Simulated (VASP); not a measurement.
# Si4C in VASP: single point with PBE

Aim: the single point of Si4C with PBE.

Program: VASP 6.6.1. These are calculated values, not measurements. Logs are shortened: lines on timing, memory, paths and dates and some standing lists are left out, and cuts for length are marked.

**1. The cell of the first run**

The cell holds a slab with vacuum, 5 atoms: a = 3.868 Å, b = 3.868 Å, c = 19.437 Å, α = 90.00°, β = 90.00°, γ = 120.00°.

**2. Single point, PBE, collinear spin, ferromagnetic start**

File INCAR:

```
ALGO = Normal
DIPOL = 0.5 0.5 0.336
EDIFF = 1E-7
ENCUT = 520
GGA = PE
IDIPOL = 3
ISIF = 2
ISMEAR = 0
ISPIN = 2
LASPH = True
LCHARG = False
LDIPOL = True
LORBIT = 11
LREAL = False
LWAVE = False
MAGMOM = 0 0 0 0 2
NBANDS = 22
NELM = 150
PREC = Accurate
SIGMA = 0.05
```

File KPOINTS:

```
k-points
0
Gamma
  9 9 1
```

File POSCAR:

```
Si4C
1.0
    3.8675355701      0.0000000000      0.0000000000
   -1.9337677851      3.3493840538      0.0000000000
    0.0000000000      0.0000000000     19.4372967090
Si C
4 1
Direct
    0.3333333333      0.6666666667      0.2057899336
    0.0000000000      0.0000000000      0.2464055298
    0.0000000000      0.0000000000      0.3748662321
    0.6666666667      0.3333333334      0.4083539408
    0.6666666667      0.8333333334      0.4447779055
```

Potentials or basis: VASP PAW PBE potentials, release 64 (Si, C).

Run with:

```
> cat potpaw_PBE.64/Si/POTCAR potpaw_PBE.64/C/POTCAR > POTCAR
> mpirun -np 1 vasp_std > vasp.out
```

OUTCAR:

```text
EDIFF = 1E-7
   ENCUT = 520
   GGA = PE
   ISIF = 2
   ISMEAR = 0
   ISPIN = 2
   LASPH = True
   LORBIT = 11
   LREAL = False
   NELM = 150
   PREC = Accurate

 ion  position               nearest neighbor table
   1  0.333  0.667  0.206-   2 2.37   2 2.37   2 2.37
   2  0.000  0.000  0.246-   1 2.37   1 2.37   1 2.37   3 2.50
   3  0.000  0.000  0.375-   5 1.76   4 2.33   4 2.33   4 2.33   2 2.50
   4  0.667  0.333  0.408-   5 2.06   5 2.06   3 2.33   3 2.33   3 2.33
   5  0.667  0.833  0.445-   3 1.76   4 2.06   4 2.06

  LATTYP: Found a hexagonal cell.
 ALAT       =     3.8675355701
 C/A-ratio  =     5.0257577097

  Lattice vectors:

 A1 = (   3.8675355701,   0.0000000000,   0.0000000000)
 A2 = (  -1.9337677851,   3.3493840538,   0.0000000000)
 A3 = (   0.0000000000,   0.0000000000,  19.4372967090)

Analysis of symmetry for initial positions (statically):
=====================================================================
 Subroutine PRICEL returns:
 Original cell was already a primitive cell.

 Routine SETGRP: Setting up the symmetry group for a
 hexagonal supercell.

 Subroutine GETGRP returns: Found  2 space group operations
 (whereof  2 operations were pure point group operations)
 out of a pool of 24 trial point group operations.

The static configuration has the point symmetry C_1h.

Analysis of symmetry for dynamics (positions and initial velocities):
=====================================================================
 Subroutine PRICEL returns:
 Original cell was already a primitive cell.

 Routine SETGRP: Setting up the symmetry group for a
 hexagonal supercell.

 Subroutine GETGRP returns: Found  2 space group operations
 (whereof  2 operations were pure point group operations)
 out of a pool of 24 trial point group operations.

The dynamic configuration has the point symmetry C_1h.

Analysis of structural, dynamic, and magnetic symmetry:
=====================================================================
 Subroutine PRICEL returns:
 Original cell was already a primitive cell.

 Routine SETGRP: Setting up the symmetry group for a
 hexagonal supercell.

 Subroutine GETGRP returns: Found  2 space group operations
 (whereof  2 operations were pure point group operations)
 out of a pool of 24 trial point group operations.

The overall configuration has the point symmetry C_1h.

 Subroutine INISYM returns: Found  2 space group operations
 (whereof  2 operations are pure point group operations),
 and found     1 'primitive' translations

----------------------------------------------------------------------------------------

                                     Primitive cell

  volume of cell :     251.7881

  direct lattice vectors                    reciprocal lattice vectors
     3.867535570  0.000000000  0.000000000     0.258562586  0.149281179  0.000000000
    -1.933767785  3.349384054  0.000000000     0.000000000  0.298562358  0.000000000
     0.000000000  0.000000000 19.437296709     0.000000000  0.000000000  0.051447483

  length of vectors
     3.867535570  3.867535570 19.437296709     0.298562358  0.298562358  0.051447483

  position of ions in fractional coordinates (direct lattice)
     0.333333333  0.666666667  0.205789934
     0.000000000  0.000000000  0.246405530
     0.000000000  0.000000000  0.374866232
     0.666666667  0.333333333  0.408353941
     0.666666667  0.833333333  0.444777905

  ion indices of the primitive-cell ions
   primitive index   ion index
                 1           1
                 2           2
                 3           3
                 4           4
                 5           5

----------------------------------------------------------------------------------------

 KPOINTS: k-points

Automatic generation of k-mesh.
 Grid dimensions read from file:
 generate k-points for:    9    9    1

 Generating k-lattice:

  Cartesian coordinates                     Fractional coordinates (reciprocal lattice)
     0.028729176  0.016586798  0.000000000     0.111111111  0.000000000  0.000000000
     0.000000000  0.033173595  0.000000000     0.000000000  0.111111111  0.000000000
     0.000000000  0.000000000  0.051447483     0.000000000  0.000000000  1.000000000

  Length of vectors
     0.033173595  0.033173595  0.051447483

  Shift w.r.t. Gamma in fractional coordinates (k-lattice)
     0.000000000  0.000000000  0.000000000

 Subroutine IBZKPT returns following result:
 ===========================================

 Found     25 irreducible k-points:

 Following reciprocal coordinates:
            Coordinates               Weight
  0.000000  0.000000  0.000000      1.000000
  0.111111  0.000000  0.000000      2.000000
  0.000000  0.111111  0.000000      4.000000
  0.222222  0.000000  0.000000      2.000000
  0.000000  0.222222  0.000000      4.000000
  0.333333  0.000000  0.000000      2.000000
[... 16 lines left out ...]
 -0.222222 -0.444444  0.000000      4.000000
  0.444444  0.333333  0.000000      4.000000
   k-points           NKPTS =     25   k-points in BZ     NKDIM =     25   number of bands    NBANDS=     22
   number of dos      NEDOS =    301   number of ions     NIONS =      5
   total plane-waves  NPLWV = 135000
   dimension x,y,z NGX =    30 NGY =   30 NGZ =  150
   dimension x,y,z NGXF=    60 NGYF=   60 NGZF=  300
   ions per type =               4   1
   NGX,Y,Z   is equivalent  to a cutoff of  12.90, 12.90, 12.83 a.u.
   NGXF,Y,Z  is equivalent  to a cutoff of  25.79, 25.79, 25.66 a.u.
 SYSTEM =  unknown system
   PREC   = accura    normal or accurate (medium, high low for compatibility)
   ISTART =      0    job   : 0-new  1-cont  2-samecut
   ICHARG =      2    charge: 1-file 2-atom 10-const
   ISPIN  =      2    spin polarized calculation?
   LNONCOLLINEAR =      F non collinear calculations
   LSORBIT =      F    spin-orbit coupling
   LASPH  =      T    aspherical Exc in radial PAW
   ENCUT  =  520.0 eV  38.22 Ry    6.18 a.u.   7.19  7.19 36.14*2*pi/ulx,y,z
   NELM   =    150;   NELMIN=  2; NELMDL= -5     # of ELM steps
   EDIFF  = 0.1E-06   stopping-criterion for ELM
   LREAL  =      F    real-space projection
   EDIFFG = 0.1E-05   stopping-criterion for IOM
   NSW    =      0    number of steps for IOM
   IBRION =     -1    ionic relax: 0-MD 1-quasi-New 2-CG
   NFREE  =      0    steps in history (QN), initial steepest desc. (CG)
   ISIF   =      2    stress and relaxation
   ISYM   =      2    0-nonsym 1-usesym 2-fastsym
   POTIM  = 0.5000    time-step for ionic-motion
   TEBEG  =    0.0;   TEEND  =   0.0 temperature during run
   PSTRESS=    0.0 pullay stress
   NELECT =      20.0000    total number of electrons
   NUPDOWN=      -1.0000    fix difference up-down
   EMIN   =  10.00;   EMAX   =-10.00  energy-range for DOS
   EFERMI =   0.00;   METHOD = LEGACY
   ISMEAR =     0;   SIGMA  =   0.05  broadening in eV -4-tet -1-fermi 0-gaus
   EFERMI_NEDOS =   21; number of points for ismear=-14 and -15
   IALGO  =     38    algorithm
   IMIX   =      4    mixing-type and parameters
     AMIX     =   0.40;   BMIX     =  1.00
     AMIX_MAG =   1.60;   BMIX_MAG =  1.00
  volume/ion in A,a.u.               =      50.36       339.83
  Fermi-wavevector in a.u.,A,eV,Ry     =   0.703731  1.329858  6.738106  0.495237
  Thomas-Fermi vector in A             =   1.788781
   LORBIT       =     11    0 simple, 1 ext, 2 COOP (PROOUT), +10 PAW based schemes
   GGA     = PE    functional components
   LHFCALC =     F    Hartree Fock is set to
   AEXX    =    0.0000 exact exchange contribution
   IVDW    =     0    specifies the selected vdW correction
   LEPSILON=     F    determine dielectric tensor
   LRPA    =     F    only Hartree local field effects (RPA)
 spin polarized calculation
 Gauss-broadening in eV      SIGMA  =   0.05
  energy-cutoff  :      520.00
  volume of cell :      251.79
 maximum number of plane-waves:      6807
 NGX is ok and might be reduce to    30
   NGX = 15   NGY = 15   NGZ = 73

 dipolmoment           0.000000      0.000000     -0.028531 electrons x Angstroem

 number of electron      20.0000002 magnetization      -0.0000041

 number of electron      20.0000002 magnetization       0.0000059

 dipolmoment           0.000000      0.000000      0.090358 electrons x Angstroem

 Free energy of the ion-electron system (eV)
  ---------------------------------------------------
  ext. energy  EPLUGINS =         0.00000000
  ---------------------------------------------------
  free energy    TOTEN  =       -25.44342436 eV

  energy without entropy =      -25.44316363  energy(sigma->0) =      -25.44329400

 E-fermi :  -1.5227     XC(G=0):  -4.0615

 val. band max:       -1.5744889389   @ k =   0.0000   0.0000   0.0000
 cond. band min:      -1.4661475352   @ k =   0.0000   0.0000   0.0000
 fundamental gap:      0.1083414038
 Fermi energy:        -1.5227315157

 spin component 1

 k-point     1 :       0.0000    0.0000    0.0000
  band No.  band energies     occupation
      1     -15.3667      1.00000
      2     -12.1467      1.00000
      3      -8.5657      1.00000
      4      -6.0087      1.00000
      5      -5.0772      1.00000
      6      -4.6126      1.00000
[... 14 lines left out ...]
     21       4.5673      0.00000
     22       4.8278      0.00000

 k-point     2 :       0.1111    0.0000    0.0000
  band No.  band energies     occupation
      1     -15.2702      1.00000
      2     -12.0093      1.00000
      3      -8.5322      1.00000
      4      -6.1165      1.00000
      5      -5.4667      1.00000
      6      -4.7558      1.00000
[... 14 lines left out ...]
     21       4.5146      0.00000
     22       5.0296      0.00000
[... 523 lines left out ...]
     21       6.3529      0.00000
     22       6.8196      0.00000

 k-point    24 :       0.4444    0.3333    0.0000
  band No.  band energies     occupation
      1     -13.9456      1.00000
      2     -10.3677      1.00000
      3      -9.7782      1.00000
      4      -8.3606      1.00000
      5      -7.4937      1.00000
      6      -5.4426      1.00000
[... 14 lines left out ...]
     21       6.3511      0.00000
     22       6.9826      0.00000

 [... further k-points ...]

 spin component 2

 k-point     1 :       0.0000    0.0000    0.0000
  band No.  band energies     occupation
      1     -15.3667      1.00000
      2     -12.1467      1.00000
      3      -8.5657      1.00000
      4      -6.0087      1.00000
      5      -5.0772      1.00000
      6      -4.6126      1.00000
[... 14 lines left out ...]
     21       4.5711      0.00000
     22       4.8278      0.00000

 k-point     2 :       0.1111    0.0000    0.0000
  band No.  band energies     occupation
      1     -15.2702      1.00000
      2     -12.0093      1.00000
      3      -8.5322      1.00000
      4      -6.1165      1.00000
      5      -5.4667      1.00000
      6      -4.7558      1.00000
[... 14 lines left out ...]
     21       4.5167      0.00000
     22       5.0312      0.00000
[... 523 lines left out ...]
     21       6.3542      0.00000
     22       6.8200      0.00000

 k-point    24 :       0.4444    0.3333    0.0000
  band No.  band energies     occupation
      1     -13.9456      1.00000
      2     -10.3677      1.00000
      3      -9.7782      1.00000
      4      -8.3606      1.00000
      5      -7.4937      1.00000
      6      -5.4426      1.00000
[... 14 lines left out ...]
     21       6.3525      0.00000
     22       6.9851      0.00000

 [... further k-points ...]

------------------------ aborting loop because EDIFF is reached ----------------------------------------

 vacuum level on the upper side and lower side of the slab       (xc-potential included)         0.535        -0.695

  FORCE on cell =-STRESS in cart. coord.  units (eV):
  Direction    XX          YY          ZZ          XY          YZ          ZX
  --------------------------------------------------------------------------------------
  -------------------------------------------------------------------------------------
  Total        1.7688104     -2.6527491     -0.1348802      3.8291828     -1.3797126     -2.3897319
  in kB       11.2552914    -16.8799681     -0.8582692     24.3658495     -8.7793845    -15.2063378
  external PRESSURE =      -2.1609820 kB  Pullay stress =       0.0000000 kB

 VOLUME and BASIS-vectors are now :
 -----------------------------------------------------------------------------
  energy-cutoff  :      520.00
  volume of cell :      251.79
      direct lattice vectors                 reciprocal lattice vectors
     3.867535570  0.000000000  0.000000000     0.258562586  0.149281179  0.000000000
    -1.933767785  3.349384054  0.000000000     0.000000000  0.298562358  0.000000000
     0.000000000  0.000000000 19.437296709     0.000000000  0.000000000  0.051447483

 POSITION                                       TOTAL-FORCE (eV/Angst)
 -----------------------------------------------------------------------------------
     -0.00000      2.23292      4.00000         0.225668      0.130289      0.720095
      0.00000      0.00000      4.78946        -0.129705     -0.074885     -0.355138
      0.00000      0.00000      7.28639         1.753601      1.012442     -2.428922
      1.93377      1.11646      7.93730        -0.764570     -0.441425      2.047800
      0.96688      2.79115      8.64528        -1.084994     -0.626422      0.016165
 -----------------------------------------------------------------------------------
    total drift:                                0.000040      0.000023     -0.000100

  FREE ENERGIE OF THE ION-ELECTRON SYSTEM (eV)
  ---------------------------------------------------
  free  energy   TOTEN  =       -25.4434243589 eV

  energy  without entropy=      -25.4431636325  energy(sigma->0) =      -25.44329400

 vacuum level on the upper side and lower side of the slab         4.362         3.090

 total charge

# of ion       s       p       d       tot
------------------------------------------
    1        0.806   0.828   0.000   1.634
    2        0.770   0.871   0.000   1.641
    3        0.784   0.937   0.000   1.720
    4        0.764   0.826   0.000   1.590
    5        0.922   1.379   0.000   2.301
--------------------------------------------------
tot          4.046   4.841   0.000   8.886

 magnetization (x)

# of ion       s       p       d       tot
------------------------------------------
    1       -0.000   0.000   0.000   0.000
    2       -0.000  -0.000   0.000  -0.000
    3       -0.000  -0.000   0.000  -0.000
    4       -0.000  -0.000   0.000  -0.000
    5        0.000  -0.000   0.000   0.000
--------------------------------------------------
tot         -0.000  -0.000   0.000  -0.000
```

Run time: 6.2 min. Hardware: 1 thread of Intel Xeon 6975P-C (Granite Rapids), shared host; peak memory 0.58 GiB.

What came out:

```yaml
Free_energy: -25.4434 eV
Largest_force: 3.162 eV/Å
Band_gap_on_the_k_mesh: 0.11 eV, direct
Net_moment: 0.00 μB per cell
Valence_electrons_inside_the_program's_atomic_spheres: Si 1.63, 1.64, 1.72, 1.59; C 2.30
```

Forces on the atoms (eV/Å):
```
Si   0.226  0.130  0.720
Si  -0.130 -0.075 -0.355
Si   1.754  1.012 -2.429
Si  -0.765 -0.441  2.048
C   -1.085 -0.626  0.016
```

Levels at points of the mesh, in eV from the valence-band top:
Spin up:
```tsv
k point	band 8	band 9	band 10	band 11	band 12	band 13
(0.00, 0.00, 0.00)	-0.45	-0.38	0.00	0.11	1.49	2.36
```
Spin down:
| k point | band 8 | band 9 | band 10 | band 11 | band 12 | band 13 |
| --- | --- | --- | --- | --- | --- | --- |
| (0.00, 0.00, 0.00) | -0.45 | -0.38 | 0.00 | 0.11 | 1.49 | 2.36 |
